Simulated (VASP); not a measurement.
# NbAs (I4_1md) in VASP: settings compared

Aim: see how the results for NbAs move with the level of theory and the settings. Levels: PBE+D3(BJ), PBE+D4, PBE, LDA, PBEsol. Tasks: single point.

Everything below comes from runs of VASP 6.6.1. Logs are shortened: lines on timing, memory, paths and dates and some standing lists are left out, and cuts for length are marked.

### 1 The cell of the first run

Symmetry: I4_1md, No. 109, tetragonal system. The conventional cell has a = 3.440 Å, b = 3.440 Å, c = 11.560 Å, α = 90.00°, β = 90.00°, γ = 90.00°. Nb (site symmetry 2mm) has 6 As at 2.60 to 2.61 Å and 4 Nb at 3.36 Å within 3.4 Å. Within 3.4 Å of As (site symmetry 2mm) lie 6 Nb at 2.60 to 2.61 Å and 4 As at 3.36 Å.

### 2 Single point, PBE+D3(BJ)

Contents of INCAR:

```
  PREC = Accurate
  ENCUT = 520
  EDIFF = 1E-6
  ISMEAR = -1
  SIGMA = 0.05
  LREAL = F
  LASPH = T
  NELM = 80
  ALGO = Normal
  ISIF = 2
  LWAVE = F
  LCHARG = F
  GGA = PE
  IVDW = 12
  NBANDS = 26
```

Contents of KPOINTS:

```
regular mesh
0
Gamma
  11 11 11
```

Contents of POSCAR:

```
NbAs
1.0
   -1.7199136083      1.7199136083      5.7798275695
    1.7199136083     -1.7199136083      5.7798275695
    1.7199136083      1.7199136083     -5.7798275695
Nb As
2 2
Direct
    0.4986224440     -0.0013775560      0.5000000000
    0.7486224440      0.7486224440      0.0000000000
    0.9173775560      0.4173775560      0.5000000000
    0.1673775560      0.1673775560      0.0000000000
```

Potentials or basis: VASP PAW PBE potentials, release 64 (Nb_sv, As).

On the command line:

```bash
$ cat potpaw_PBE.64/Nb_sv/POTCAR potpaw_PBE.64/As/POTCAR > POTCAR
$ mpirun -np 1 vasp_std > vasp.out
```

OUTCAR:

```text
PREC = Accurate
   ENCUT = 520
   EDIFF = 1E-6
   ISMEAR = -1
   LREAL = F
   LASPH = T
   NELM = 80
   ISIF = 2
   GGA = PE
   IVDW = 12
 IVDW          = 12

 ion  position               nearest neighbor table
   1  0.499  0.999  0.500-   4 2.60   4 2.60   3 2.61   3 2.61   3 2.61   3 2.61
   2  0.749  0.749  0.000-   3 2.60   3 2.60   4 2.61   4 2.61   4 2.61   4 2.61
   3  0.917  0.417  0.500-   2 2.60   2 2.60   1 2.61   1 2.61   1 2.61   1 2.61
   4  0.167  0.167  0.000-   1 2.60   1 2.60   2 2.61   2 2.61   2 2.61   2 2.61

  LATTYP: Found a body centered tetragonal cell.
 ALAT       =     3.4398272166
 C/A-ratio  =     3.3605336580

  Lattice vectors:

 A1 = (  -1.7199136083,   1.7199136083,   5.7798275695)
 A2 = (   1.7199136083,  -1.7199136083,   5.7798275695)
 A3 = (   1.7199136083,   1.7199136083,  -5.7798275695)

Analysis of symmetry for initial positions (statically):
=====================================================================
 Subroutine PRICEL returns:
 Original cell was already a primitive cell.

 Routine SETGRP: Setting up the symmetry group for a
 body centered tetragonal supercell.

 Subroutine GETGRP returns: Found  8 space group operations
 (whereof  4 operations were pure point group operations)
 out of a pool of 16 trial point group operations.

The static configuration has the point symmetry C_2v.
 The point group associated with its full space group is C_4v.

Analysis of symmetry for dynamics (positions and initial velocities):
=====================================================================
 Subroutine PRICEL returns:
 Original cell was already a primitive cell.

 Routine SETGRP: Setting up the symmetry group for a
 body centered tetragonal supercell.

 Subroutine GETGRP returns: Found  8 space group operations
 (whereof  4 operations were pure point group operations)
 out of a pool of 16 trial point group operations.

The dynamic configuration has the point symmetry C_2v.
 The point group associated with its full space group is C_4v.

 Subroutine INISYM returns: Found  8 space group operations
 (whereof  4 operations are pure point group operations),
 and found     1 'primitive' translations

----------------------------------------------------------------------------------------

                                     Primitive cell

  volume of cell :      68.3893

  direct lattice vectors                    reciprocal lattice vectors
    -1.719913608  1.719913608  5.779827570     0.000000000  0.290712276  0.086507771
     1.719913608 -1.719913608  5.779827570     0.290712276  0.000000000  0.086507771
     1.719913608  1.719913608 -5.779827570     0.290712276  0.290712276  0.000000000

  length of vectors
     6.270774464  6.270774464  6.270774464     0.303310438  0.303310438  0.411129244

  position of ions in fractional coordinates (direct lattice)
     0.498622444  0.998622444  0.500000000
     0.748622444  0.748622444  0.000000000
     0.917377556  0.417377556  0.500000000
     0.167377556  0.167377556  0.000000000

  ion indices of the primitive-cell ions
   primitive index   ion index
                 1           1
                 2           2
                 3           3
                 4           4

----------------------------------------------------------------------------------------

 KPOINTS: regular mesh

Automatic generation of k-mesh.
 Grid dimensions read from file:
 generate k-points for:   11   11   11

 Generating k-lattice:

  Cartesian coordinates                     Fractional coordinates (reciprocal lattice)
     0.000000000  0.026428389  0.007864343     0.090909091  0.000000000  0.000000000
     0.026428389  0.000000000  0.007864343     0.000000000  0.090909091  0.000000000
     0.026428389  0.026428389  0.000000000     0.000000000  0.000000000  0.090909091

  Length of vectors
     0.027573676  0.027573676  0.037375386

  Shift w.r.t. Gamma in fractional coordinates (k-lattice)
     0.000000000  0.000000000  0.000000000

 Subroutine IBZKPT returns following result:
 ===========================================

 Found    126 irreducible k-points:

 Following reciprocal coordinates:
            Coordinates               Weight
  0.000000  0.000000  0.000000      1.000000
  0.090909  0.000000 -0.000000      8.000000
  0.181818  0.000000 -0.000000      8.000000
  0.272727  0.000000 -0.000000      8.000000
  0.363636  0.000000 -0.000000      8.000000
  0.454545  0.000000 -0.000000      8.000000
[... 16 lines left out ...]
 -0.272727  0.181818  0.000000     16.000000
 -0.181818  0.181818  0.000000      4.000000
 [... further k-points ...]
   k-points           NKPTS =    126   k-points in BZ     NKDIM =    126   number of bands    NBANDS=     26
   number of dos      NEDOS =    301   number of ions     NIONS =      4
   total plane-waves  NPLWV = 110592
   dimension x,y,z NGX =    48 NGY =   48 NGZ =   48
   dimension x,y,z NGXF=    96 NGYF=   96 NGZF=   96
   ions per type =               2   2
   NGX,Y,Z   is equivalent  to a cutoff of  12.73, 12.73, 12.73 a.u.
   NGXF,Y,Z  is equivalent  to a cutoff of  25.45, 25.45, 25.45 a.u.
 SYSTEM =  unknown system
   PREC   = accura    normal or accurate (medium, high low for compatibility)
   ISTART =      0    job   : 0-new  1-cont  2-samecut
   ICHARG =      2    charge: 1-file 2-atom 10-const
   ISPIN  =      1    spin polarized calculation?
   LNONCOLLINEAR =      F non collinear calculations
   LSORBIT =      F    spin-orbit coupling
   LASPH  =      T    aspherical Exc in radial PAW
   ENCUT  =  520.0 eV  38.22 Ry    6.18 a.u.  11.66 11.66 11.66*2*pi/ulx,y,z
   NELM   =     80;   NELMIN=  2; NELMDL= -5     # of ELM steps
   EDIFF  = 0.1E-05   stopping-criterion for ELM
   LREAL  =      F    real-space projection
   EDIFFG = 0.1E-04   stopping-criterion for IOM
   NSW    =      0    number of steps for IOM
   IBRION =     -1    ionic relax: 0-MD 1-quasi-New 2-CG
   NFREE  =      0    steps in history (QN), initial steepest desc. (CG)
   ISIF   =      2    stress and relaxation
   ISYM   =      2    0-nonsym 1-usesym 2-fastsym
   POTIM  = 0.5000    time-step for ionic-motion
   TEBEG  =    0.0;   TEEND  =   0.0 temperature during run
   PSTRESS=    0.0 pullay stress
   NELECT =      36.0000    total number of electrons
   NUPDOWN=      -1.0000    fix difference up-down
   EMIN   =  10.00;   EMAX   =-10.00  energy-range for DOS
   EFERMI =   0.00;   METHOD = LEGACY
   ISMEAR =    -1;   SIGMA  =   0.05  broadening in eV -4-tet -1-fermi 0-gaus
   EFERMI_NEDOS =   21; number of points for ismear=-14 and -15
   IALGO  =     38    algorithm
   IMIX   =      4    mixing-type and parameters
     AMIX     =   0.40;   BMIX     =  1.00
     AMIX_MAG =   1.60;   BMIX_MAG =  1.00
  volume/ion in A,a.u.               =      17.10       115.38
  Fermi-wavevector in a.u.,A,eV,Ry     =   1.321842  2.497920 23.773009  1.747267
  Thomas-Fermi vector in A             =   2.451567
   LORBIT       =      0    0 simple, 1 ext, 2 COOP (PROOUT), +10 PAW based schemes
   GGA     = PE    functional components
   LHFCALC =     F    Hartree Fock is set to
   AEXX    =    0.0000 exact exchange contribution
   IVDW    =    12    specifies the selected vdW correction
   LEPSILON=     F    determine dielectric tensor
   LRPA    =     F    only Hartree local field effects (RPA)
 non-spin polarized calculation
  energy-cutoff  :      520.00
  volume of cell :       68.39
 maximum number of plane-waves:      1861
   NGX = 23   NGY = 23   NGZ = 23

 number of electron      36.0000001 magnetization

 Free energy of the ion-electron system (eV)
  ---------------------------------------------------
  ext. energy  EPLUGINS =         0.00000000
  ---------------------------------------------------
  free energy    TOTEN  =       -32.48344365 eV

  energy without entropy =      -32.47759829  energy(sigma->0) =      -32.48052097

 E-fermi :   9.8617     XC(G=0): -11.9355

 val. band max:        9.8335803523   @ k =  -0.0909   0.4545   0.0909
 cond. band min:       9.8973001648   @ k =  -0.1818   0.2727   0.1818
 fundamental gap:      0.0637198126
 Fermi energy:         9.8616642118

 k-point     1 :       0.0000    0.0000    0.0000
  band No.  band energies     occupation
      1     -45.2200      2.00000
      2     -45.1881      2.00000
      3     -21.4542      2.00000
      4     -21.3385      2.00000
      5     -21.3385      2.00000
      6     -21.1821      2.00000
[... 18 lines left out ...]
     25      13.8305      0.00000
     26      13.8305      0.00000

 k-point     2 :       0.0909    0.0000   -0.0000
  band No.  band energies     occupation
      1     -45.2186      2.00000
      2     -45.1876      2.00000
      3     -21.4483      2.00000
      4     -21.3554      2.00000
      5     -21.3369      2.00000
      6     -21.1990      2.00000
[... 18 lines left out ...]
     25      14.0417      0.00000
     26      14.1814      0.00000

 k-point     3 :       0.1818    0.0000   -0.0000
  band No.  band energies     occupation
      1     -45.2145      2.00000
      2     -45.1863      2.00000
      3     -21.4411      2.00000
      4     -21.3913      2.00000
      5     -21.3326      2.00000
      6     -21.2417      2.00000
[... 18 lines left out ...]
     25      14.3246      0.00000
     26      14.9752      0.00000

 k-point     4 :       0.2727    0.0000   -0.0000
  band No.  band energies     occupation
      1     -45.2089      2.00000
      2     -45.1849      2.00000
      3     -21.4811      2.00000
      4     -21.3892      2.00000
      5     -21.3268      2.00000
      6     -21.2919      2.00000
[... 18 lines left out ...]
     25      14.3911      0.00000
     26      15.7567      0.00000
[... 496 lines left out ...]
      1     -45.1996      2.00000
      2     -45.1804      2.00000
      3     -21.5237      2.00000
      4     -21.3974      2.00000
      5     -21.3579      2.00000
      6     -21.3147      2.00000
[... 18 lines left out ...]
     25      14.2319      0.00000
     26      15.9510      0.00000

 k-point    23 :      -0.2727    0.1818    0.0000
  band No.  band energies     occupation
      1     -45.2050      2.00000
      2     -45.1815      2.00000
      3     -21.4706      2.00000
      4     -21.4067      2.00000
      5     -21.3612      2.00000
      6     -21.2868      2.00000
[... 18 lines left out ...]
     25      14.1889      0.00000
     26      15.5382      0.00000

 k-point    24 :      -0.1818    0.1818    0.0000
  band No.  band energies     occupation
      1     -45.2101      2.00000
      2     -45.1833      2.00000
      3     -21.4347      2.00000
      4     -21.4019      2.00000
      5     -21.3695      2.00000
      6     -21.2411      2.00000
[... 18 lines left out ...]
     25      13.7239      0.00000
     26      15.1849      0.00000

 [... further k-points ...]

------------------------ aborting loop because EDIFF is reached ----------------------------------------

 Edisp (eV)   -2.58876

 E8    (eV) :    -1.1830

  FORCE on cell =-STRESS in cart. coord.  units (eV):
  Direction    XX          YY          ZZ          XY          YZ          ZX
  --------------------------------------------------------------------------------------
  -------------------------------------------------------------------------------------
  Total       0.02214     0.02214    -0.00067     0.00000     0.00000     0.00000
  in kB       0.51879     0.51879    -0.01568     0.00000     0.00000     0.00000
  external pressure =        0.34 kB  Pullay stress =        0.00 kB

 VOLUME and BASIS-vectors are now :
 -----------------------------------------------------------------------------
  energy-cutoff  :      520.00
  volume of cell :       68.39
      direct lattice vectors                 reciprocal lattice vectors
    -1.719913608  1.719913608  5.779827570     0.000000000  0.290712276  0.086507771
     1.719913608 -1.719913608  5.779827570     0.290712276  0.000000000  0.086507771
     1.719913608  1.719913608 -5.779827570     0.290712276  0.290712276  0.000000000

 POSITION                                       TOTAL-FORCE (eV/Angst)
 -----------------------------------------------------------------------------------
      1.71991      0.00000      5.76390         0.000000     -0.000000     -0.000586
      0.00000      0.00000      8.65382        -0.000000      0.000000     -0.000586
      0.00000      1.71991      4.82474        -0.000000      0.000000      0.000586
      0.00000      0.00000      1.93483         0.000000     -0.000000      0.000586
 -----------------------------------------------------------------------------------
    total drift:                                0.000000      0.000000     -0.000273

  FREE ENERGIE OF THE ION-ELECTRON SYSTEM (eV)
  ---------------------------------------------------
  free  energy   TOTEN  =       -35.0722048986 eV

  energy  without entropy=      -35.0663595389  energy(sigma->0) =      -35.06928222
```

It took 6.8 min on 1 thread of Intel Xeon Platinum 8488C (Sapphire Rapids), shared host; peak memory 0.45 GiB.

What came out:

| Item | Value |
| --- | --- |
| Free energy | -35.0722 eV |
| Pressure | 0.0 GPa |
| Band gap on the k mesh | 0.06 eV, indirect (least direct gap 0.10 eV) |
| Dispersion energy per atom | -0.647 eV |

### 3 Single point, PBE+D4

This run uses another cell than the first one, of 17.32 Å³/atom, 1.013 times its volume.

Contents of INCAR:

```
SYSTEM = NbAs
ALGO = Normal
EDIFF = 1E-7
ENCUT = 520
GGA = PE
ISIF = 2
ISMEAR = -1
IVDW = 13
LASPH = .True.
LCHARG = .True.
LELF = .True.
LREAL = .False.
LVHAR = .True.
LWAVE = .False.
NBANDS = 26
NELM = 80
PREC = Accurate
SIGMA = 0.05
```

Contents of KPOINTS:

```
k-points
0
Gamma
  11 11 11
  0 0 0
```

Contents of POSCAR:

```
NbAs
1.0
   -1.7256420928      1.7256420928      5.8158207257
    1.7256420928     -1.7256420928      5.8158207257
    1.7256420928      1.7256420928     -5.8158207257
Nb As
2 2
Direct
    0.4987393697     -0.0012606303      0.5000000000
    0.7487393697      0.7487393697      0.0000000000
    0.9172606303      0.4172606303      0.5000000000
    0.1672606303      0.1672606303      0.0000000000
```

Potentials or basis: VASP PAW PBE potentials, release 64 (Nb_sv, As).

On the command line:

```bash
$ cat potpaw_PBE.64/Nb_sv/POTCAR potpaw_PBE.64/As/POTCAR > POTCAR
$ mpirun -np 1 vasp_std > vasp.out
```

Run time: 7.4 min. Hardware: 1 thread of Intel Xeon Platinum 8488C (Sapphire Rapids), shared host; peak memory 0.44 GiB.

Results (log left out):

```
Free energy                : -34.2669 eV
Pressure                   : 0.1 GPa
Band gap on the k mesh     : 0.06 eV, indirect (least direct gap 0.08 eV)
Dispersion energy per atom : -0.439 eV
```

Stress tensor (GPa, compression positive):
```
0.09 0.00 0.00
0.00 0.09 0.00
0.00 0.00 0.00
```

Levels at points of the mesh, in eV from the valence-band top:
```csv
k point,band 15,band 16,band 17,band 18,band 19,band 20,band 21,band 22
"(0.00, 0.00, 0.00)",-2.04,-1.66,-1.36,-1.36,0.71,1.29,2.50,3.01
```

### 4 Single point, PBE

This run uses another cell than the first one, of 17.39 Å³/atom, 1.017 times its volume.

Contents of INCAR:

```
PREC = Accurate
ENCUT = 520
EDIFF = 1E-6
ISMEAR = -1
SIGMA = 0.05
LREAL = F
LASPH = T
NELM = 80
ALGO = Normal
ISIF = 2
LWAVE = F
LCHARG = F
GGA = PE
NBANDS = 26
```

Contents of KPOINTS:

```
Automatic mesh
0
Gamma
  11 11 11
```

Contents of POSCAR:

```
NbAs
1.0
   -1.7258500000      1.7258500000      5.8400000000
    1.7258500000     -1.7258500000      5.8400000000
    1.7258500000      1.7258500000     -5.8400000000
Nb As
2 2
Direct
    0.5000000000      0.0000000000      0.5000000000
    0.7500000000      0.7500000000      0.0000000000
    0.9160000000      0.4160000000      0.5000000000
    0.1660000000      0.1660000000      0.0000000000
```

On the command line:

```bash
$ cat potpaw_PBE.64/Nb_sv/POTCAR potpaw_PBE.64/As/POTCAR > POTCAR
$ mpirun -np 1 vasp_std > vasp.out
```

Wall time 19 min (1 thread of AMD EPYC 7R13, shared host); peak memory 0.42 GiB.

It converged, with:

- Free energy: -32.5102 eV
- Pressure: 3.3 GPa
- Largest force: 0.299 eV/Å

Forces on the atoms (eV/Å):
```
Nb   0.000  0.000 -0.299
Nb   0.000  0.000 -0.299
As   0.000  0.000  0.299
As   0.000  0.000  0.299
```

Stress tensor (GPa, compression positive):
```
3.08 0.00 0.00
0.00 3.08 0.00
0.00 0.00 3.74
```

Levels at points of the mesh, in eV from the Fermi level:
```tsv
k point	band 16	band 17	band 18	band 19	band 20	band 21
(0.00, 0.00, 0.00)	-1.67	-1.38	-1.38	0.72	1.30	2.41
```

(Part 1 of 2 ends here.)
